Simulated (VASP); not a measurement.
Here is a VASP 6.6.1 calculation.

File INCAR:

```
SYSTEM = Ti
PREC = Accurate
ENCUT = 520
EDIFF = 1E-7
ISMEAR = -1
SIGMA = 0.05
LREAL = .False.
LASPH = .True.
NELM = 60
ALGO = Normal
ISIF = 2
LWAVE = .False.
LCHARG = .False.
NBANDS = 12
```

Contents of KPOINTS:

```
regular mesh
0
Gamma
  18 18 17
  0 0 0
```

File POSCAR:

```
Ti
1.0
    2.3600991769      0.0000000000      0.0000000000
   -1.1800495885      2.0439058426      0.0000000000
    0.0000000000      0.0000000000      2.3224897618
Ti
1
Direct
    0.0000000000      0.0000000000      0.0000000000
```

Potentials or basis: VASP PAW LDA potentials, release 64 (Ti_sv).

The run is started by

```bash
$ cat potpaw_LDA.64/Ti_sv/POTCAR > POTCAR
$ mpirun -np 1 vasp_std > vasp.out
```

Problem. What does it give for the band gap on the k mesh?

Solution. Zero (band 6 reaches 14.07 eV, above the bottom of band 7 at 12.44 eV).

Problem. Predict the pressure.

Solution. 75.3 GPa.

Stress tensor (GPa, compression positive):
```
75.38  0.00  0.00
 0.00 75.38  0.00
 0.00  0.00 75.13
```
